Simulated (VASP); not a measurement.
# GaB (P4/mmm) in VASP: a series of runs

GaB is run at these levels: PBEsol, RPBE, revPBE, BLYP; tasks: single point.

All numbers are computed with VASP 6.6.1; they aren't measurements. Logs are shortened: lines on timing, memory, paths and dates and some standing lists are left out, and cuts for length are marked.

## 1. The cell of the first run

It takes space group P4/mmm (No. 123, tetragonal). The conventional cell has a = 2.718 Å, b = 2.718 Å, c = 3.236 Å, α = 90.00°, β = 90.00°, γ = 90.00°. Ga (site symmetry 4/mmm) has 8 B at 2.51 Å and 6 Ga at 2.72 to 3.24 Å within 3.3 Å. Within 3.3 Å of B (site symmetry 4/mmm) lie 8 Ga at 2.51 Å and 6 B at 2.72 to 3.24 Å.

## 2. Single point, PBEsol

INCAR reads:

```
  PREC = Accurate
  ENCUT = 520
  EDIFF = 1E-7
  ISMEAR = -1
  SIGMA = 0.05
  LREAL = False
  LASPH = True
  NELM = 100
  ALGO = Normal
  ISIF = 2
  LWAVE = False
  LCHARG = False
  GGA = PS
  NBANDS = 15
```

KPOINTS reads:

```
Automatic mesh
0
Gamma
  6 6 5
```

POSCAR reads:

```
GaB
1.0
    2.7182400000      0.0000000000      0.0000000000
    0.0000000000      2.7182400000      0.0000000000
    0.0000000000      0.0000000000      3.2362100000
Ga B
1 1
Direct
    0.5000000000      0.5000000000      0.5000000000
    0.0000000000      0.0000000000      0.0000000000
```

Potentials or basis: VASP PAW PBE potentials, release 64 (Ga_d, B).

The run is started by

```bash
$ cat potpaw_PBE.64/Ga_d/POTCAR potpaw_PBE.64/B/POTCAR > POTCAR
$ mpirun -np 1 vasp_std > vasp.out
```

OUTCAR:

```text
PREC = Accurate
   ENCUT = 520
   EDIFF = 1E-7
   ISMEAR = -1
   LREAL = False
   LASPH = True
   NELM = 100
   ISIF = 2
   GGA = PS

 ion  position               nearest neighbor table
   1  0.500  0.500  0.500-   2 2.51   2 2.51   2 2.51   2 2.51   2 2.51   2 2.51   2 2.51   2 2.51

   2  0.000  0.000  0.000-   1 2.51   1 2.51   1 2.51   1 2.51   1 2.51   1 2.51   1 2.51   1 2.51

  LATTYP: Found a simple tetragonal cell.
 ALAT       =     2.7182400000
 C/A-ratio  =     1.1905534463

  Lattice vectors:

 A1 = (   2.7182400000,   0.0000000000,   0.0000000000)
 A2 = (   0.0000000000,   2.7182400000,   0.0000000000)
 A3 = (   0.0000000000,   0.0000000000,   3.2362100000)

Analysis of symmetry for initial positions (statically):
=====================================================================
 Subroutine PRICEL returns:
 Original cell was already a primitive cell.

 Routine SETGRP: Setting up the symmetry group for a
 simple tetragonal supercell.

 Subroutine GETGRP returns: Found 16 space group operations
 (whereof 16 operations were pure point group operations)
 out of a pool of 16 trial point group operations.

The static configuration has the point symmetry D_4h.

Analysis of symmetry for dynamics (positions and initial velocities):
=====================================================================
 Subroutine PRICEL returns:
 Original cell was already a primitive cell.

 Routine SETGRP: Setting up the symmetry group for a
 simple tetragonal supercell.

 Subroutine GETGRP returns: Found 16 space group operations
 (whereof 16 operations were pure point group operations)
 out of a pool of 16 trial point group operations.

The dynamic configuration has the point symmetry D_4h.

 Subroutine INISYM returns: Found 16 space group operations
 (whereof 16 operations are pure point group operations),
 and found     1 'primitive' translations

----------------------------------------------------------------------------------------

                                     Primitive cell

  volume of cell :      23.9118

  direct lattice vectors                    reciprocal lattice vectors
     2.718240000  0.000000000  0.000000000     0.367885102  0.000000000  0.000000000
     0.000000000  2.718240000  0.000000000     0.000000000  0.367885102  0.000000000
     0.000000000  0.000000000  3.236210000     0.000000000  0.000000000  0.309003433

  length of vectors
     2.718240000  2.718240000  3.236210000     0.367885102  0.367885102  0.309003433

  position of ions in fractional coordinates (direct lattice)
     0.500000000  0.500000000  0.500000000
     0.000000000  0.000000000  0.000000000

  ion indices of the primitive-cell ions
   primitive index   ion index
                 1           1
                 2           2

----------------------------------------------------------------------------------------

 KPOINTS: Automatic mesh

Automatic generation of k-mesh.
 Grid dimensions read from file:
 generate k-points for:    6    6    5

 Generating k-lattice:

  Cartesian coordinates                     Fractional coordinates (reciprocal lattice)
     0.061314184  0.000000000  0.000000000     0.166666667  0.000000000  0.000000000
     0.000000000  0.061314184  0.000000000     0.000000000  0.166666667  0.000000000
     0.000000000  0.000000000  0.061800687     0.000000000  0.000000000  0.200000000

  Length of vectors
     0.061314184  0.061314184  0.061800687

  Shift w.r.t. Gamma in fractional coordinates (k-lattice)
     0.000000000  0.000000000  0.000000000

 Subroutine IBZKPT returns following result:
 ===========================================

 Found     30 irreducible k-points:

 Following reciprocal coordinates:
            Coordinates               Weight
  0.000000  0.000000  0.000000      1.000000
  0.166667  0.000000  0.000000      4.000000
  0.333333  0.000000  0.000000      4.000000
  0.500000  0.000000  0.000000      2.000000
  0.166667  0.166667  0.000000      4.000000
  0.333333  0.166667  0.000000      8.000000
[... 16 lines left out ...]
  0.333333  0.000000  0.400000      8.000000
  0.500000  0.000000  0.400000      4.000000
 [... further k-points ...]
   k-points           NKPTS =     30   k-points in BZ     NKDIM =     30   number of bands    NBANDS=     15
   number of dos      NEDOS =    301   number of ions     NIONS =      2
   total plane-waves  NPLWV =   9600
   dimension x,y,z NGX =    20 NGY =   20 NGZ =   24
   dimension x,y,z NGXF=    40 NGYF=   40 NGZF=   48
   ions per type =               1   1
   NGX,Y,Z   is equivalent  to a cutoff of  12.23, 12.23, 12.33 a.u.
   NGXF,Y,Z  is equivalent  to a cutoff of  24.46, 24.46, 24.66 a.u.
 SYSTEM =  unknown system
   PREC   = accura    normal or accurate (medium, high low for compatibility)
   ISTART =      0    job   : 0-new  1-cont  2-samecut
   ICHARG =      2    charge: 1-file 2-atom 10-const
   ISPIN  =      1    spin polarized calculation?
   LNONCOLLINEAR =      F non collinear calculations
   LSORBIT =      F    spin-orbit coupling
   LASPH  =      T    aspherical Exc in radial PAW
   ENCUT  =  520.0 eV  38.22 Ry    6.18 a.u.   5.05  5.05  6.02*2*pi/ulx,y,z
   NELM   =    100;   NELMIN=  2; NELMDL= -5     # of ELM steps
   EDIFF  = 0.1E-06   stopping-criterion for ELM
   LREAL  =      F    real-space projection
   EDIFFG = 0.1E-05   stopping-criterion for IOM
   NSW    =      0    number of steps for IOM
   IBRION =     -1    ionic relax: 0-MD 1-quasi-New 2-CG
   NFREE  =      0    steps in history (QN), initial steepest desc. (CG)
   ISIF   =      2    stress and relaxation
   ISYM   =      2    0-nonsym 1-usesym 2-fastsym
   POTIM  = 0.5000    time-step for ionic-motion
   TEBEG  =    0.0;   TEEND  =   0.0 temperature during run
   PSTRESS=    0.0 pullay stress
   NELECT =      16.0000    total number of electrons
   NUPDOWN=      -1.0000    fix difference up-down
   EMIN   =  10.00;   EMAX   =-10.00  energy-range for DOS
   EFERMI =   0.00;   METHOD = LEGACY
   ISMEAR =    -1;   SIGMA  =   0.05  broadening in eV -4-tet -1-fermi 0-gaus
   EFERMI_NEDOS =   21; number of points for ismear=-14 and -15
   IALGO  =     38    algorithm
   IMIX   =      4    mixing-type and parameters
     AMIX     =   0.40;   BMIX     =  1.00
     AMIX_MAG =   1.60;   BMIX_MAG =  1.00
  volume/ion in A,a.u.               =      11.96        80.68
  Fermi-wavevector in a.u.,A,eV,Ry     =   1.431894  2.705886 27.896285  2.050319
  Thomas-Fermi vector in A             =   2.551580
   LORBIT       =      0    0 simple, 1 ext, 2 COOP (PROOUT), +10 PAW based schemes
   GGA     = PS    functional components
   LHFCALC =     F    Hartree Fock is set to
   AEXX    =    0.0000 exact exchange contribution
   IVDW    =     0    specifies the selected vdW correction
   LEPSILON=     F    determine dielectric tensor
   LRPA    =     F    only Hartree local field effects (RPA)
 non-spin polarized calculation
  energy-cutoff  :      520.00
  volume of cell :       23.91
 maximum number of plane-waves:       657
   NGX = 11   NGY = 11   NGZ = 13

 number of electron      16.0000024 magnetization

 Free energy of the ion-electron system (eV)
  ---------------------------------------------------
  ext. energy  EPLUGINS =         0.00000000
  ---------------------------------------------------
  free energy    TOTEN  =        -7.97648293 eV

  energy without entropy =       -7.96891910  energy(sigma->0) =       -7.97270101

 E-fermi :   6.9804     XC(G=0): -12.0019

 val. band max:        6.9678616176   @ k =   0.3333   0.0000   0.4000
 cond. band min:       7.0336308883   @ k =   0.1667   0.1667   0.0000
 fundamental gap:      0.0657692707
 Fermi energy:         6.9803508022

 k-point     1 :       0.0000    0.0000    0.0000
  band No.  band energies     occupation
      1      -8.4852      2.00000
      2      -8.3332      2.00000
      3      -8.0151      2.00000
      4      -8.0151      2.00000
      5      -7.9632      2.00000
      6      -6.5500      2.00000
      7       5.1419      2.00000
      8       8.7083      0.00000
      9       9.5193      0.00000
     10       9.5193      0.00000
     11      15.9345      0.00000
     12      16.3279      0.00000
     13      20.0305      0.00000
     14      21.1737      0.00000
     15      21.1737      0.00000

 k-point     2 :       0.1667    0.0000    0.0000
  band No.  band energies     occupation
      1      -8.4306      2.00000
      2      -8.2822      2.00000
      3      -8.0731      2.00000
      4      -8.0103      2.00000
      5      -8.0042      2.00000
      6      -6.0121      2.00000
      7       5.7130      2.00000
      8       6.3550      1.99999
      9       9.2066      0.00000
     10       9.9713      0.00000
     11      16.4909      0.00000
     12      17.4942      0.00000
     13      18.2112      0.00000
     14      20.8051      0.00000
     15      21.8703      0.00000

 k-point     3 :       0.3333    0.0000    0.0000
  band No.  band energies     occupation
      1      -8.3737      2.00000
      2      -8.1854      2.00000
      3      -8.1485      2.00000
      4      -8.0847      2.00000
      5      -8.0006      2.00000
      6      -4.3678      2.00000
      7       2.0380      2.00000
      8       7.2887      0.00418
      9      10.3474      0.00000
     10      11.1175      0.00000
     11      14.6081      0.00000
     12      14.9985      0.00000
     13      17.8724      0.00000
     14      19.2528      0.00000
     15      23.3574      0.00000

 k-point     4 :       0.5000    0.0000    0.0000
  band No.  band energies     occupation
      1      -8.3551      2.00000
      2      -8.2398      2.00000
      3      -8.1244      2.00000
      4      -8.0780      2.00000
      5      -7.9958      2.00000
      6      -1.7974      2.00000
      7      -1.4837      2.00000
      8       8.7683      0.00000
      9      11.9339      0.00000
     10      12.3062      0.00000
     11      12.3184      0.00000
     12      12.3275      0.00000
     13      18.0406      0.00000
     14      19.8231      0.00000
     15      20.5423      0.00000
[... 307 lines left out ...]
 k-point    22 :       0.1667    0.0000    0.4000
  band No.  band energies     occupation
      1      -8.4167      2.00000
      2      -8.1994      2.00000
      3      -8.1508      2.00000
      4      -8.0499      2.00000
      5      -7.9994      2.00000
      6      -3.7876      2.00000
      7      -1.0570      2.00000
      8       8.2100      0.00000
      9      11.2436      0.00000
     10      11.4765      0.00000
     11      16.0599      0.00000
     12      17.3584      0.00000
     13      17.8224      0.00000
     14      20.6936      0.00000
     15      22.7777      0.00000

 k-point    23 :       0.3333    0.0000    0.4000
  band No.  band energies     occupation
      1      -8.3538      2.00000
      2      -8.3139      2.00000
      3      -8.0760      2.00000
      4      -8.0341      2.00000
      5      -8.0217      2.00000
      6      -2.1553      2.00000
      7       0.5467      2.00000
      8       4.1413      2.00000
      9       6.9679      1.12425
     10      11.9031      0.00000
     11      16.5169      0.00000
     12      18.3653      0.00000
     13      18.8885      0.00000
     14      22.5513      0.00000
     15      24.8207      0.00000

 k-point    24 :       0.5000    0.0000    0.4000
  band No.  band energies     occupation
      1      -8.3869      2.00000
      2      -8.3323      2.00000
      3      -8.1136      2.00000
      4      -8.0263      2.00000
      5      -7.9295      2.00000
      6       0.3901      2.00000
      7       0.6209      2.00000
      8       2.9568      2.00000
      9       3.6317      2.00000
     10      12.2941      0.00000
     11      16.8437      0.00000
     12      18.5653      0.00000
     13      20.1114      0.00000
     14      23.2039      0.00000
     15      24.4365      0.00000

 [... further k-points ...]
[... 5 lines left out ...]
  --------------------------------------------------------------------------------------
  -------------------------------------------------------------------------------------
  Total       -0.4485120     -0.4485120     -0.8212087      0.0000000      0.0000000      0.0000000
  in kB      -30.0519323    -30.0519323    -55.0239607      0.0000000      0.0000000      0.0000000
  external PRESSURE =     -38.3759418 kB  Pullay stress =       0.0000000 kB

 VOLUME and BASIS-vectors are now :
 -----------------------------------------------------------------------------
  energy-cutoff  :      520.00
  volume of cell :       23.91
      direct lattice vectors                 reciprocal lattice vectors
     2.718240000  0.000000000  0.000000000     0.367885102  0.000000000  0.000000000
     0.000000000  2.718240000  0.000000000     0.000000000  0.367885102  0.000000000
     0.000000000  0.000000000  3.236210000     0.000000000  0.000000000  0.309003433

 POSITION                                       TOTAL-FORCE (eV/Angst)
 -----------------------------------------------------------------------------------
      1.35912      1.35912      1.61810         0.000000      0.000000      0.000000
      0.00000      0.00000      0.00000         0.000000      0.000000      0.000000
 -----------------------------------------------------------------------------------
    total drift:                               -0.000000      0.000000      0.000000

  FREE ENERGIE OF THE ION-ELECTRON SYSTEM (eV)
  ---------------------------------------------------
  free  energy   TOTEN  =        -7.9764829317 eV

  energy  without entropy=       -7.9689190953  energy(sigma->0) =       -7.97270101
```

Wall time 4.2 s (1 thread of Intel Xeon 6975P-C (Granite Rapids), shared host); peak memory 0.13 GiB.

What came out:

```
Free energy            : -7.9765 eV
Pressure               : -3.8 GPa
Band gap on the k mesh : zero (band 8 reaches 10.96 eV, above the bottom of band 9 at 3.63 eV)
```

Stress tensor (GPa, compression positive):
```
-3.01  0.00  0.00
 0.00 -3.01  0.00
 0.00  0.00 -5.50
```

Caveat: the k points lie up to 0.39 Å⁻¹ apart; the PAW data sets were made with another functional, which shifts forces and pressure a little.

## 3. Single point, RPBE

INCAR reads:

```
SYSTEM = GaB
  ALGO = Normal
  EDIFF = 1E-6
  ENCUT = 520
  GGA = RP
  ISIF = 2
  ISMEAR = -1
  LASPH = .True.
  LCHARG = .False.
  LREAL = .False.
  LWAVE = .False.
  NBANDS = 15
  NELM = 80
  PREC = Accurate
  SIGMA = 0.05
```

KPOINTS reads:

```
k-points
0
Gamma
  6 6 5
  0 0 0
```

POSCAR is that of step 2.

Potentials or basis: VASP PAW PBE potentials, release 64 (Ga_d, B).

The run is started by

```bash
$ cat potpaw_PBE.64/Ga_d/POTCAR potpaw_PBE.64/B/POTCAR > POTCAR
$ mpirun -np 1 vasp_std > vasp.out
```

Run time: 3.7 s. Hardware: 1 thread of Intel Xeon 6975P-C (Granite Rapids), shared host; peak memory 0.13 GiB.

It converged, with:

| Quantity | Value |
| --- | --- |
| Free energy | -6.4831 eV |
| Pressure | 2.8 GPa |
| Band gap on the k mesh | zero (band 8 reaches 11.18 eV, above the bottom of band 9 at 3.92 eV) |

Stress tensor (GPa, compression positive):
```
3.95 0.00 0.00
0.00 3.95 0.00
0.00 0.00 0.44
```

Levels at points of the mesh, in eV from the Fermi level:
```tsv
k point	band 5	band 6	band 7	band 8	band 9	band 10	band 11	band 12
(0.00, 0.00, 0.00)	-15.07	-13.56	-1.86	1.70	2.54	2.54	8.92	9.28
(0.50, 0.00, 0.00)	-15.10	-8.86	-8.44	1.73	4.94	5.33	5.37	5.39
(0.50, 0.50, 0.00)	-14.92	-4.68	-4.68	-3.78	-2.13	3.14	7.53	7.53
```

Caveat: the k points lie up to 0.39 Å⁻¹ apart; the PAW data sets were made with another functional, which shifts forces and pressure a little.

(Part 1 of 2 ends here.)
